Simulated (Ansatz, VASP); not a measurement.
**MgSe: VASP beside Ansatz**

Contents of POSCAR:

```
MgSe
1.0
    0.0000000000      2.7362693761      2.7362693761
    2.7362693761      0.0000000000      2.7362693761
    2.7362693761      2.7362693761      0.0000000000
Mg Se
1 1
Direct
    0.0000000000      0.0000000000      0.0000000000
    0.5000000000      0.5000000000      0.5000000000
```

INCAR.step1

```
PREC = Accurate ; ENCUT = 660
ISMEAR = 0 ; SIGMA = 0.01
LREAL = F ; LASPH = T
NELM = 120 ; NBANDS = 11
GGA = PE ; ALGO = Normal
EDIFF = 1E-5 ; LWAVE = T
LCHARG = F ; GGA_COMPAT = F
```

The input INCAR.step2:

```
PREC = Accurate ; ENCUT = 660
EDIFF = 1E-6 ; ISMEAR = 0
SIGMA = 0.01 ; LREAL = F
LASPH = T ; NELM = 120
ALGO = Normal ; ISIF = 2
LWAVE = F ; LCHARG = F
METAGGA = R2SCAN ; LMIXTAU = T
NBANDS = 11 ; ISTART = 1
GGA_COMPAT = F
```

KPOINTS

```
Automatic mesh
0
Gamma
  8 8 8
```

Input for Ansatz:

```yaml
crystal:
  lattice:
    - [0.0, 2.7362693761, 2.7362693761]
    - [2.7362693761, 0.0, 2.7362693761]
    - [2.7362693761, 2.7362693761, 0.0]
  atoms:
    - { symbol: Mg, position: [0.0, 0.0, 0.0] }
    - { symbol: Se, position: [0.5, 0.5, 0.5] }
kpoints:
  mp_grid: { grid: [8, 8, 8] }
  band_path:
    path:
      - [0.0, 0.0, 0.0]
      - [0.5, 0.0, 0.5]
      - [0.625, 0.25, 0.625]
      - [0.375, 0.375, 0.75]
      - [0.5, 0.5, 0.5]
      - [0.5, 0.25, 0.75]
    npoints: 1
hamiltonian:
  xc: r2scan
scf:
  occupations: { method: fixed }
  n_extra_bands: 4
output:
  forces: true
  stress: true
  eigenvalues: true
```

Alike in both runs: task single point; functional r2SCAN; k mesh 8 × 8 × 8; no spin polarisation.

```csv
,VASP,Ansatz
version,VASP 6.6.1,Ansatz 0.2.0
potentials or method,"VASP PAW PBE potentials, release 64 (Mg, Se)","plane waves, PAW"
plane-wave cutoff (eV),660,500
occupations,"gaussian, width 0.01 eV",fixed
valence electrons in the cell,8,26
```

|  | VASP | Ansatz | Ansatz less VASP |
| --- | --- | --- | --- |
| gap on the k mesh at the Fermi level (eV) | 2.44 | 2.48 | +0.037 |
| pressure (GPa) | -0.3 | 0.0 | +0.30 |

VASP's potentials were made for PBE, not for r2SCAN. VASP's potentials hold 8 valence electrons a cell and Ansatz's 26, so a difference there can come from the potentials and not from the codes.
